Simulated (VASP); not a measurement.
# Mn2ZnAs2 in VASP: further runs

The runs below take Mn2ZnAs2 through single point, with PBE, LDA.

All numbers are computed with VASP 6.6.1; they aren't measurements. Logs are shortened: lines on timing, memory, paths and dates and some standing lists are left out, and cuts for length are marked.

## Step 1: The cell of the first run

The typed cell holds 5 atoms: a = 4.155 Å, b = 4.155 Å, c = 6.662 Å, α = 90.00°, β = 90.00°, γ = 120.00°.

## Step 2: Single point, PBE

File INCAR:

```
SYSTEM = Mn2ZnAs2
ALGO = Normal
EDIFF = 1E-6
ENCUT = 520
GGA = PE
ISIF = 2
ISMEAR = 0
LASPH = .TRUE.
LCHARG = .TRUE.
LELF = .TRUE.
LREAL = .FALSE.
LVHAR = .TRUE.
LWAVE = .FALSE.
NBANDS = 32
NELM = 80
PREC = Accurate
SIGMA = 0.059
```

File KPOINTS:

```
k-points
0
G
  5 5 3
  0 0 0
```

File POSCAR:

```
Mn2ZnAs2
1.0
    4.1552510000      0.0000000000      0.0000000000
   -2.0776250000      3.5985540000      0.0000000000
    0.0000000000      0.0000000000      6.6621870000
Mn As Zn
2 2 1
Direct
    0.3333000000      0.6667000000      0.3694400000
    0.6667000000      0.3333000000      0.6305600000
    0.3333000000      0.6667000000      0.7679300000
    0.6667000000      0.3333000000      0.2320700000
    0.0000000000      0.0000000000      0.0000000000
```

Potentials or basis: VASP PAW PBE potentials, release 64 (Mn_pv, As, Zn).

Launch:

```
> cat potpaw_PBE.64/Mn_pv/POTCAR potpaw_PBE.64/As/POTCAR potpaw_PBE.64/Zn/POTCAR > POTCAR
> mpirun -np 1 vasp_std > vasp.out
```

OUTCAR:

```text
SYSTEM = Mn2ZnAs2
   EDIFF = 1E-6
   ENCUT = 520
   GGA = PE
   ISIF = 2
   ISMEAR = 0
   LASPH = .TRUE.
   LREAL = .FALSE.
   NELM = 80
   PREC = Accurate

 ion  position               nearest neighbor table
   1  0.333  0.667  0.369-   4 2.57   4 2.57   4 2.57   3 2.65   2 2.96   2 2.96   2 2.96
   2  0.667  0.333  0.631-   3 2.57   3 2.57   3 2.57   4 2.65   1 2.96   1 2.96   1 2.96
   3  0.333  0.667  0.768-   2 2.57   2 2.57   2 2.57   1 2.65   5 2.85   5 2.85   5 2.85
   4  0.667  0.333  0.232-   1 2.57   1 2.57   1 2.57   2 2.65   5 2.85   5 2.85   5 2.85
   5  0.000  0.000  0.000-   3 2.85   4 2.85   4 2.85   3 2.85   4 2.85   3 2.85

  LATTYP: Found a hexagonal cell.
 ALAT       =     4.1552510000
 C/A-ratio  =     1.6033175854

  Lattice vectors:

 A1 = (   4.1552510000,   0.0000000000,   0.0000000000)
 A2 = (  -2.0776250000,   3.5985540000,   0.0000000000)
 A3 = (   0.0000000000,   0.0000000000,   6.6621870000)

Analysis of symmetry for initial positions (statically):
=====================================================================
 Subroutine PRICEL returns:
 Original cell was already a primitive cell.

 Routine SETGRP: Setting up the symmetry group for a
 hexagonal supercell.

 Subroutine GETGRP returns: Found  4 space group operations
 (whereof  4 operations were pure point group operations)
 out of a pool of 24 trial point group operations.

The static configuration has the point symmetry C_2h.

Analysis of symmetry for dynamics (positions and initial velocities):
=====================================================================
 Subroutine PRICEL returns:
 Original cell was already a primitive cell.

 Routine SETGRP: Setting up the symmetry group for a
 hexagonal supercell.

 Subroutine GETGRP returns: Found  4 space group operations
 (whereof  4 operations were pure point group operations)
 out of a pool of 24 trial point group operations.

The dynamic configuration has the point symmetry C_2h.

 Subroutine INISYM returns: Found  4 space group operations
 (whereof  4 operations are pure point group operations),
 and found     1 'primitive' translations

----------------------------------------------------------------------------------------

                                     Primitive cell

  volume of cell :      99.6190

  direct lattice vectors                    reciprocal lattice vectors
     4.155251000  0.000000000  0.000000000     0.240659349  0.138944665  0.000000000
    -2.077625000  3.598554000  0.000000000     0.000000000  0.277889397  0.000000000
     0.000000000  0.000000000  6.662187000     0.000000000  0.000000000  0.150100860

  length of vectors
     4.155251000  4.155251681  6.662187000     0.277889442  0.277889397  0.150100860

  position of ions in fractional coordinates (direct lattice)
     0.333300000  0.666700000  0.369440000
     0.666700000  0.333300000  0.630560000
     0.333300000  0.666700000  0.767930000
     0.666700000  0.333300000  0.232070000
     0.000000000  0.000000000  0.000000000

  ion indices of the primitive-cell ions
   primitive index   ion index
                 1           1
                 2           2
                 3           3
                 4           4
                 5           5

----------------------------------------------------------------------------------------

 KPOINTS: k-points

Automatic generation of k-mesh.
 Grid dimensions read from file:
 generate k-points for:    5    5    3

 Generating k-lattice:

  Cartesian coordinates                     Fractional coordinates (reciprocal lattice)
     0.048131870  0.027788933  0.000000000     0.200000000  0.000000000  0.000000000
     0.000000000  0.055577879  0.000000000     0.000000000  0.200000000  0.000000000
     0.000000000  0.000000000  0.050033620     0.000000000  0.000000000  0.333333333

  Length of vectors
     0.055577888  0.055577879  0.050033620

  Shift w.r.t. Gamma in fractional coordinates (k-lattice)
     0.000000000  0.000000000  0.000000000

 Subroutine IBZKPT returns following result:
 ===========================================

 Found     24 irreducible k-points:

 Following reciprocal coordinates:
            Coordinates               Weight
  0.000000  0.000000  0.000000      1.000000
  0.200000  0.000000  0.000000      4.000000
 -0.200000  0.200000  0.000000      2.000000
  0.400000  0.000000  0.000000      4.000000
 -0.400000  0.400000  0.000000      2.000000
  0.200000  0.200000  0.000000      2.000000
[... 16 lines left out ...]
  0.400000  0.400000  0.333333      4.000000
 -0.400000 -0.200000  0.333333      4.000000
   k-points           NKPTS =     24   k-points in BZ     NKDIM =     24   number of bands    NBANDS=     32
   number of dos      NEDOS =    301   number of ions     NIONS =      5
   total plane-waves  NPLWV =  51200
   dimension x,y,z NGX =    32 NGY =   32 NGZ =   50
   dimension x,y,z NGXF=    64 NGYF=   64 NGZF=  100
   ions per type =               2   2   1
   NGX,Y,Z   is equivalent  to a cutoff of  12.80, 12.80, 12.48 a.u.
   NGXF,Y,Z  is equivalent  to a cutoff of  25.61, 25.61, 24.95 a.u.
 SYSTEM =  Mn2ZnAs2
   PREC   = accura    normal or accurate (medium, high low for compatibility)
   ISTART =      0    job   : 0-new  1-cont  2-samecut
   ICHARG =      2    charge: 1-file 2-atom 10-const
   ISPIN  =      1    spin polarized calculation?
   LNONCOLLINEAR =      F non collinear calculations
   LSORBIT =      F    spin-orbit coupling
   LASPH  =      T    aspherical Exc in radial PAW
   ENCUT  =  520.0 eV  38.22 Ry    6.18 a.u.   7.73  7.73 12.39*2*pi/ulx,y,z
   NELM   =     80;   NELMIN=  2; NELMDL= -5     # of ELM steps
   EDIFF  = 0.1E-05   stopping-criterion for ELM
   LREAL  =      F    real-space projection
   EDIFFG = 0.1E-04   stopping-criterion for IOM
   NSW    =      0    number of steps for IOM
   IBRION =     -1    ionic relax: 0-MD 1-quasi-New 2-CG
   NFREE  =      0    steps in history (QN), initial steepest desc. (CG)
   ISIF   =      2    stress and relaxation
   ISYM   =      2    0-nonsym 1-usesym 2-fastsym
   POTIM  = 0.5000    time-step for ionic-motion
   TEBEG  =    0.0;   TEEND  =   0.0 temperature during run
   PSTRESS=    0.0 pullay stress
   NELECT =      48.0000    total number of electrons
   NUPDOWN=      -1.0000    fix difference up-down
   EMIN   =  10.00;   EMAX   =-10.00  energy-range for DOS
   EFERMI =   0.00;   METHOD = LEGACY
   ISMEAR =     0;   SIGMA  =   0.06  broadening in eV -4-tet -1-fermi 0-gaus
   EFERMI_NEDOS =   21; number of points for ismear=-14 and -15
   IALGO  =     38    algorithm
   IMIX   =      4    mixing-type and parameters
     AMIX     =   0.40;   BMIX     =  1.00
     AMIX_MAG =   1.60;   BMIX_MAG =  1.00
  volume/ion in A,a.u.               =      19.92       134.45
  Fermi-wavevector in a.u.,A,eV,Ry     =   1.283437  2.425344 22.411658  1.647210
  Thomas-Fermi vector in A             =   2.415690
   LORBIT       =      0    0 simple, 1 ext, 2 COOP (PROOUT), +10 PAW based schemes
   GGA     = PE    functional components
   LHFCALC =     F    Hartree Fock is set to
   AEXX    =    0.0000 exact exchange contribution
   IVDW    =     0    specifies the selected vdW correction
   LEPSILON=     F    determine dielectric tensor
   LRPA    =     F    only Hartree local field effects (RPA)
 non-spin polarized calculation
 Gauss-broadening in eV      SIGMA  =   0.06
  energy-cutoff  :      520.00
  volume of cell :       99.62
 maximum number of plane-waves:      2707
   NGX = 15   NGY = 15   NGZ = 25

 number of electron      48.0000015 magnetization

 Free energy of the ion-electron system (eV)
  ---------------------------------------------------
  ext. energy  EPLUGINS =         0.00000000
  ---------------------------------------------------
  free energy    TOTEN  =       -25.64577912 eV

  energy without entropy =      -25.61991265  energy(sigma->0) =      -25.63284589

 E-fermi :   4.1710     XC(G=0): -10.3317

 val. band max:        4.1685429721   @ k =   0.0000   0.2000   0.3333
 cond. band min:       4.1811256067   @ k =   0.0000   0.0000   0.0000
 fundamental gap:      0.0125826346
 Fermi energy:         4.1709785603

 k-point     1 :       0.0000    0.0000    0.0000
  band No.  band energies     occupation
      1     -43.5904      2.00000
      2     -43.5904      2.00000
      3     -43.5651      2.00000
      4     -43.5651      2.00000
      5     -43.5033      2.00000
      6     -43.4773      2.00000
[... 24 lines left out ...]
     31       7.2309      0.00000
     32       9.2027      0.00000

 k-point     2 :       0.2000    0.0000    0.0000
  band No.  band energies     occupation
      1     -43.5916      2.00000
      2     -43.5902      2.00000
      3     -43.5687      2.00000
      4     -43.5643      2.00000
      5     -43.4996      2.00000
      6     -43.4785      2.00000
[... 24 lines left out ...]
     31       7.4519      0.00000
     32       8.6499      0.00000

 k-point     3 :      -0.2000    0.2000    0.0000
  band No.  band energies     occupation
      1     -43.5916      2.00000
      2     -43.5902      2.00000
      3     -43.5688      2.00000
      4     -43.5643      2.00000
      5     -43.4996      2.00000
      6     -43.4785      2.00000
[... 24 lines left out ...]
     31       7.4518      0.00000
     32       8.6499      0.00000

 k-point     4 :       0.4000    0.0000    0.0000
  band No.  band energies     occupation
      1     -43.5933      2.00000
      2     -43.5894      2.00000
      3     -43.5748      2.00000
      4     -43.5630      2.00000
      5     -43.4927      2.00000
      6     -43.4819      2.00000
[... 654 lines left out ...]
     31       8.3533      0.00000
     32       8.7823      0.00000

 k-point    23 :       0.4000    0.4000    0.3333
  band No.  band energies     occupation
      1     -43.5949      2.00000
      2     -43.5860      2.00000
      3     -43.5789      2.00000
      4     -43.5623      2.00000
      5     -43.4892      2.00000
      6     -43.4843      2.00000
[... 24 lines left out ...]
     31       8.3532      0.00000
     32       8.7823      0.00000

 k-point    24 :      -0.4000   -0.2000    0.3333
  band No.  band energies     occupation
      1     -43.5949      2.00000
      2     -43.5861      2.00000
      3     -43.5788      2.00000
      4     -43.5623      2.00000
      5     -43.4893      2.00000
      6     -43.4843      2.00000
[... 24 lines left out ...]
     31       8.3532      0.00000
     32       8.7820      0.00000

------------------------ aborting loop because EDIFF is reached ----------------------------------------

  FORCE on cell =-STRESS in cart. coord.  units (eV):
  Direction    XX          YY          ZZ          XY          YZ          ZX
  --------------------------------------------------------------------------------------
  -------------------------------------------------------------------------------------
  Total      -10.1287899    -10.1276083    -11.9769280      0.0010271     -0.0011373      0.0019698
  in kB     -162.9018591   -162.8828551   -192.6255604      0.0165196     -0.0182917      0.0316803
  external PRESSURE =    -172.8034248 kB  Pullay stress =       0.0000000 kB

 VOLUME and BASIS-vectors are now :
 -----------------------------------------------------------------------------
  energy-cutoff  :      520.00
  volume of cell :       99.62
      direct lattice vectors                 reciprocal lattice vectors
     4.155251000  0.000000000  0.000000000     0.240659349  0.138944665  0.000000000
    -2.077625000  3.598554000  0.000000000     0.000000000  0.277889397  0.000000000
     0.000000000  0.000000000  6.662187000     0.000000000  0.000000000  0.150100860

 POSITION                                       TOTAL-FORCE (eV/Angst)
 -----------------------------------------------------------------------------------
     -0.00021      2.39916      2.46128         0.001446     -0.000835      0.919249
      2.07783      1.19940      4.20091        -0.001446      0.000835     -0.919249
     -0.00021      2.39916      5.11609         0.001237     -0.000714     -2.040465
      2.07783      1.19940      1.54609        -0.001237      0.000714      2.040465
      0.00000      0.00000      0.00000         0.000000      0.000000      0.000000
 -----------------------------------------------------------------------------------
    total drift:                               -0.000000      0.000000      0.000000

  FREE ENERGIE OF THE ION-ELECTRON SYSTEM (eV)
  ---------------------------------------------------
  free  energy   TOTEN  =       -25.6457791169 eV

  energy  without entropy=      -25.6199126545  energy(sigma->0) =      -25.63284589
```

Wall time 2.2 min (1 thread of Intel Xeon 8259CL, shared host); peak memory 0.26 GiB.

What came out:

| Item | Value |
| --- | --- |
| Free energy | -25.6458 eV |
| Pressure | -17.3 GPa |
| Largest force | 2.040 eV/Å |
| Band gap on the k mesh | zero (bands 24 and 25 overlap by 0.17 eV) |

Forces on the atoms (eV/Å):
```
Mn   0.001 -0.001  0.919
Mn  -0.001  0.001 -0.919
As   0.001 -0.001 -2.040
As  -0.001  0.001  2.040
Zn   0.000  0.000  0.000
```

Caveat: the cell stands under tension; the run has no spin polarisation, though such a crystal can be magnetic; forces of over 1 eV/Å act on the atoms, so gaps and moduli don't describe the material at rest.

[end of part 1 of 2]
